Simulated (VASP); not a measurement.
# NaF (Villiaumite) (Fm-3m) in VASP: notebook

Runs on NaF (Villiaumite). Level: PBEsol. Tasks: single point.

All numbers are computed with VASP 6.6.1; they aren't measurements. Logs are shortened: lines on timing, memory, paths and dates and some standing lists are left out, and cuts for length are marked.

## (1) The cell of the first run

The structure is cubic, space group Fm-3m (No. 225). The conventional cell has a = 4.701 Å, b = 4.701 Å, c = 4.701 Å, α = 90.00°, β = 90.00°, γ = 90.00°. Na (site symmetry m-3m) has 6 F at 2.35 Å within 3.1 Å. Within 3.1 Å of F (site symmetry m-3m) lie 6 Na at 2.35 Å.

## (2) Single point, PBEsol (volume scaled by 1.04)

Input file INCAR:

```
PREC     = Accurate       # precision mode
ENCUT    = 520            # plane-wave cutoff, eV
EDIFF    = 1E-6           # SCF threshold, eV
ISMEAR   = -1             # smearing method
SIGMA    = 0.05           # smearing width, eV
LREAL    = False          # projectors in reciprocal space
LASPH    = True           # aspherical terms in the spheres
NELM     = 100            # most SCF steps
ALGO     = Normal         # electronic algorithm
ISIF     = 2              # what is computed and relaxed
LWAVE    = False          # write WAVECAR
LCHARG   = False          # write CHGCAR
GGA      = PS             # functional
NBANDS   = 14             # bands
```

Input file KPOINTS:

```
Automatic mesh
0
Gamma
  10 10 10
```

Input file POSCAR:

```
NaF
1.0
    0.0000000000      2.3505298169      2.3505298169
    2.3505298169      0.0000000000      2.3505298169
    2.3505298169      2.3505298169      0.0000000000
Na F
1 1
Direct
    0.0000000000      0.0000000000      0.0000000000
    0.5000000000      0.5000000000      0.5000000000
```

Potentials or basis: VASP PAW PBE potentials, release 64 (Na_pv, F).

Started as:

```
> cat potpaw_PBE.64/Na_pv/POTCAR potpaw_PBE.64/F/POTCAR > POTCAR
> mpirun -np 1 vasp_std > vasp.out
```

OUTCAR:

```text
PREC = Accurate
   ENCUT = 520
   EDIFF = 1E-6
   ISMEAR = -1
   LREAL = False
   LASPH = True
   NELM = 100
   ISIF = 2
   GGA = PS

 ion  position               nearest neighbor table
   1  0.000  0.000  0.000-
   2  0.500  0.500  0.500-

  LATTYP: Found a face centered cubic cell.
 ALAT       =     4.7010596338

  Lattice vectors:

 A1 = (   0.0000000000,   2.3505298169,   2.3505298169)
 A2 = (   2.3505298169,   0.0000000000,   2.3505298169)
 A3 = (   2.3505298169,   2.3505298169,   0.0000000000)

Analysis of symmetry for initial positions (statically):
=====================================================================
 Subroutine PRICEL returns:
 Original cell was already a primitive cell.

 Routine SETGRP: Setting up the symmetry group for a
 face centered cubic supercell.

 Subroutine GETGRP returns: Found 48 space group operations
 (whereof 48 operations were pure point group operations)
 out of a pool of 48 trial point group operations.

The static configuration has the point symmetry O_h .

Analysis of symmetry for dynamics (positions and initial velocities):
=====================================================================
 Subroutine PRICEL returns:
 Original cell was already a primitive cell.

 Routine SETGRP: Setting up the symmetry group for a
 face centered cubic supercell.

 Subroutine GETGRP returns: Found 48 space group operations
 (whereof 48 operations were pure point group operations)
 out of a pool of 48 trial point group operations.

The dynamic configuration has the point symmetry O_h .

 Subroutine INISYM returns: Found 48 space group operations
 (whereof 48 operations are pure point group operations),
 and found     1 'primitive' translations

----------------------------------------------------------------------------------------

                                     Primitive cell

  volume of cell :      25.9733

  direct lattice vectors                    reciprocal lattice vectors
     0.000000000  2.350529817  2.350529817    -0.212717999  0.212717999  0.212717999
     2.350529817  0.000000000  2.350529817     0.212717999 -0.212717999  0.212717999
     2.350529817  2.350529817  0.000000000     0.212717999  0.212717999 -0.212717999

  length of vectors
     3.324151146  3.324151146  3.324151146     0.368438383  0.368438383  0.368438383

  position of ions in fractional coordinates (direct lattice)
     0.000000000  0.000000000  0.000000000
     0.500000000  0.500000000  0.500000000

  ion indices of the primitive-cell ions
   primitive index   ion index
                 1           1
                 2           2

----------------------------------------------------------------------------------------

 KPOINTS: Automatic mesh

Automatic generation of k-mesh.
 Grid dimensions read from file:
 generate k-points for:   10   10   10

 Generating k-lattice:

  Cartesian coordinates                     Fractional coordinates (reciprocal lattice)
    -0.021271800  0.021271800  0.021271800     0.100000000  0.000000000  0.000000000
     0.021271800 -0.021271800  0.021271800     0.000000000  0.100000000  0.000000000
     0.021271800  0.021271800 -0.021271800     0.000000000  0.000000000  0.100000000

  Length of vectors
     0.036843838  0.036843838  0.036843838

  Shift w.r.t. Gamma in fractional coordinates (k-lattice)
     0.000000000  0.000000000  0.000000000

 Subroutine IBZKPT returns following result:
 ===========================================

 Found     47 irreducible k-points:

 Following reciprocal coordinates:
            Coordinates               Weight
  0.000000  0.000000  0.000000      1.000000
  0.100000  0.000000  0.000000      8.000000
  0.200000  0.000000  0.000000      8.000000
  0.300000  0.000000  0.000000      8.000000
  0.400000  0.000000  0.000000      8.000000
  0.500000  0.000000  0.000000      4.000000
[... 16 lines left out ...]
  0.300000  0.300000  0.000000      6.000000
  0.400000  0.300000  0.000000     24.000000
 [... further k-points ...]
   k-points           NKPTS =     47   k-points in BZ     NKDIM =     47   number of bands    NBANDS=     14
   number of dos      NEDOS =    301   number of ions     NIONS =      2
   total plane-waves  NPLWV =  21952
   dimension x,y,z NGX =    28 NGY =   28 NGZ =   28
   dimension x,y,z NGXF=    56 NGYF=   56 NGZF=   56
   ions per type =               1   1
   NGX,Y,Z   is equivalent  to a cutoff of  14.00, 14.00, 14.00 a.u.
   NGXF,Y,Z  is equivalent  to a cutoff of  28.01, 28.01, 28.01 a.u.
 SYSTEM =  unknown system
   PREC   = accura    normal or accurate (medium, high low for compatibility)
   ISTART =      0    job   : 0-new  1-cont  2-samecut
   ICHARG =      2    charge: 1-file 2-atom 10-const
   ISPIN  =      1    spin polarized calculation?
   LNONCOLLINEAR =      F non collinear calculations
   LSORBIT =      F    spin-orbit coupling
   LASPH  =      T    aspherical Exc in radial PAW
   ENCUT  =  520.0 eV  38.22 Ry    6.18 a.u.   6.18  6.18  6.18*2*pi/ulx,y,z
   NELM   =    100;   NELMIN=  2; NELMDL= -5     # of ELM steps
   EDIFF  = 0.1E-05   stopping-criterion for ELM
   LREAL  =      F    real-space projection
   EDIFFG = 0.1E-04   stopping-criterion for IOM
   NSW    =      0    number of steps for IOM
   IBRION =     -1    ionic relax: 0-MD 1-quasi-New 2-CG
   NFREE  =      0    steps in history (QN), initial steepest desc. (CG)
   ISIF   =      2    stress and relaxation
   ISYM   =      2    0-nonsym 1-usesym 2-fastsym
   POTIM  = 0.5000    time-step for ionic-motion
   TEBEG  =    0.0;   TEEND  =   0.0 temperature during run
   PSTRESS=    0.0 pullay stress
   NELECT =      14.0000    total number of electrons
   NUPDOWN=      -1.0000    fix difference up-down
   EMIN   =  10.00;   EMAX   =-10.00  energy-range for DOS
   EFERMI =   0.00;   METHOD = LEGACY
   ISMEAR =    -1;   SIGMA  =   0.05  broadening in eV -4-tet -1-fermi 0-gaus
   EFERMI_NEDOS =   21; number of points for ismear=-14 and -15
   IALGO  =     38    algorithm
   IMIX   =      4    mixing-type and parameters
     AMIX     =   0.40;   BMIX     =  1.00
     AMIX_MAG =   1.60;   BMIX_MAG =  1.00
  volume/ion in A,a.u.               =      12.99        87.64
  Fermi-wavevector in a.u.,A,eV,Ry     =   1.332320  2.517719 24.151368  1.775075
  Thomas-Fermi vector in A             =   2.461263
   LORBIT       =      0    0 simple, 1 ext, 2 COOP (PROOUT), +10 PAW based schemes
   GGA     = PS    functional components
   LHFCALC =     F    Hartree Fock is set to
   AEXX    =    0.0000 exact exchange contribution
   IVDW    =     0    specifies the selected vdW correction
   LEPSILON=     F    determine dielectric tensor
   LRPA    =     F    only Hartree local field effects (RPA)
 non-spin polarized calculation
  energy-cutoff  :      520.00
  volume of cell :       25.97
 maximum number of plane-waves:       725
 NGX is ok and might be reduce to    28
   NGX = 13   NGY = 13   NGZ = 13

 number of electron      14.0000002 magnetization

 Free energy of the ion-electron system (eV)
  ---------------------------------------------------
  ext. energy  EPLUGINS =         0.00000000
  ---------------------------------------------------
  free energy    TOTEN  =        -8.76268112 eV

  energy without entropy =       -8.76268112  energy(sigma->0) =       -8.76268112

 E-fermi :  -1.2804     XC(G=0):  -9.1203

 val. band max:       -2.3532987991   @ k =   0.0000   0.0000   0.0000
 cond. band min:       3.5899731990   @ k =   0.0000   0.0000   0.0000
 fundamental gap:      5.9432719981
 Fermi energy:        -1.2804273156

 k-point     1 :       0.0000    0.0000    0.0000
  band No.  band energies     occupation
      1     -21.3407      2.00000
      2     -21.2540      2.00000
      3     -21.2540      2.00000
      4     -21.2540      2.00000
      5      -2.3533      2.00000
      6      -2.3533      2.00000
      7      -2.3533      2.00000
      8       3.5900      0.00000
      9      16.1886      0.00000
     10      16.1886      0.00000
     11      16.1886      0.00000
     12      18.7841      0.00000
     13      21.1226      0.00000
     14      21.1226      0.00000

 k-point     2 :       0.1000    0.0000    0.0000
  band No.  band energies     occupation
      1     -21.5262      2.00000
      2     -21.2551      2.00000
      3     -21.2551      2.00000
      4     -21.0558      2.00000
      5      -2.5440      2.00000
      6      -2.3764      2.00000
      7      -2.3764      2.00000
      8       3.9400      0.00000
      9      14.8846      0.00000
     10      16.3330      0.00000
     11      16.3330      0.00000
     12      20.2029      0.00000
     13      20.6822      0.00000
     14      20.6822      0.00000

 k-point     3 :       0.2000    0.0000    0.0000
  band No.  band energies     occupation
      1     -21.7179      2.00000
      2     -21.2579      2.00000
      3     -21.2579      2.00000
      4     -20.8321      2.00000
      5      -2.9806      2.00000
      6      -2.4364      2.00000
      7      -2.4364      2.00000
      8       4.8408      0.00000
      9      13.1279      0.00000
     10      16.6898      0.00000
     11      16.6898      0.00000
     12      20.0374      0.00000
     13      20.0374      0.00000
     14      21.2691      0.00000
[... 324 lines left out ...]
 k-point    23 :       0.3000    0.3000    0.0000
  band No.  band energies     occupation
      1     -21.6740      2.00000
      2     -21.2847      2.00000
      3     -21.2847      2.00000
      4     -20.8212      2.00000
      5      -3.3770      2.00000
      6      -2.6174      2.00000
      7      -2.6174      2.00000
      8       6.7811      0.00000
      9      11.6627      0.00000
     10      14.9444      0.00000
     11      16.5624      0.00000
     12      16.5624      0.00000
     13      22.4967      0.00000
     14      23.3268      0.00000

 k-point    24 :       0.4000    0.3000    0.0000
  band No.  band energies     occupation
      1     -21.6541      2.00000
      2     -21.2964      2.00000
      3     -21.2895      2.00000
      4     -20.8245      2.00000
      5      -3.4857      2.00000
      6      -2.7205      2.00000
      7      -2.6669      2.00000
      8       7.7645      0.00000
      9      11.1121      0.00000
     10      13.8289      0.00000
     11      16.6332      0.00000
     12      16.6634      0.00000
     13      22.2802      0.00000
     14      23.6735      0.00000

 [... further k-points ...]
[... 5 lines left out ...]
  --------------------------------------------------------------------------------------
  -------------------------------------------------------------------------------------
  Total       -0.3465289     -0.3465289     -0.3465289     -0.0000000     -0.0000000      0.0000000
  in kB      -21.3758159    -21.3758159    -21.3758159     -0.0000000     -0.0000000      0.0000000
  external PRESSURE =     -21.3758159 kB  Pullay stress =       0.0000000 kB

 VOLUME and BASIS-vectors are now :
 -----------------------------------------------------------------------------
  energy-cutoff  :      520.00
  volume of cell :       25.97
      direct lattice vectors                 reciprocal lattice vectors
     0.000000000  2.350529817  2.350529817    -0.212717999  0.212717999  0.212717999
     2.350529817  0.000000000  2.350529817     0.212717999 -0.212717999  0.212717999
     2.350529817  2.350529817  0.000000000     0.212717999  0.212717999 -0.212717999

 POSITION                                       TOTAL-FORCE (eV/Angst)
 -----------------------------------------------------------------------------------
      0.00000      0.00000      0.00000         0.000000      0.000000      0.000000
      2.35053      2.35053      2.35053        -0.000000     -0.000000     -0.000000
 -----------------------------------------------------------------------------------
    total drift:                                0.000000      0.000000      0.000000

  FREE ENERGIE OF THE ION-ELECTRON SYSTEM (eV)
  ---------------------------------------------------
  free  energy   TOTEN  =        -8.7626811212 eV

  energy  without entropy=       -8.7626811212  energy(sigma->0) =       -8.76268112
```

Run time: 20 s. Hardware: 1 thread of Intel Xeon 8259CL, shared host; peak memory 0.15 GiB.

Results:

```yaml
Free_energy: -8.7627 eV
Pressure: -2.1 GPa
Band_gap_on_the_k_mesh: 5.94 eV, direct
```

Caveat: the PAW data sets were made with another functional, which shifts forces and pressure a little. A k mesh can miss the band edges.

## (3) Single point, PBEsol (volume scaled by 1.06)

Input file INCAR:

```
PREC = Accurate
ENCUT = 520
EDIFF = 1E-6
ISMEAR = -1
SIGMA = 0.05
LREAL = F
LASPH = T
NELM = 80
ALGO = Normal
ISIF = 2
LWAVE = F
LCHARG = F
GGA = PS
NBANDS = 14
```

Input file KPOINTS:

```
regular mesh
0
Gamma
  10 10 10
```

Input file POSCAR:

```
NaF
1.0
    0.0000000000      2.3655017480      2.3655017480
    2.3655017480      0.0000000000      2.3655017480
    2.3655017480      2.3655017480      0.0000000000
Na F
1 1
Direct
    0.0000000000      0.0000000000      0.0000000000
    0.5000000000      0.5000000000      0.5000000000
```

Potentials or basis: VASP PAW PBE potentials, release 64 (Na_pv, F).

Started as:

```
> cat potpaw_PBE.64/Na_pv/POTCAR potpaw_PBE.64/F/POTCAR > POTCAR
> mpirun -np 1 vasp_std > vasp.out
```

It took 26 s on 1 thread of Intel Xeon 8259CL, shared host; peak memory 0.15 GiB.

The run converged. Its results:

```yaml
Free_energy: -8.7558 eV
Pressure: -2.9 GPa
Band_gap_on_the_k_mesh: 5.85 eV, direct
```

Levels at points of the mesh, in eV from the valence-band top:
```csv
k point,band 3,band 4,band 5,band 6,band 7,band 8,band 9,band 10,band 11,band 12
"(0.00, 0.00, 0.00)",-18.96,-18.96,0.00,0.00,0.00,5.85,18.41,18.41,18.41,20.97
"(0.50, 0.00, 0.00)",-18.97,-18.17,-1.49,-0.23,-0.23,10.24,11.83,19.33,19.33,22.08
"(0.50, 0.50, 0.00)",-19.00,-18.74,-1.20,-0.38,-0.38,12.48,12.89,12.94,18.86,18.86
```

Caveat: the PAW data sets were made with another functional, which shifts forces and pressure a little. A k mesh can miss the band edges.
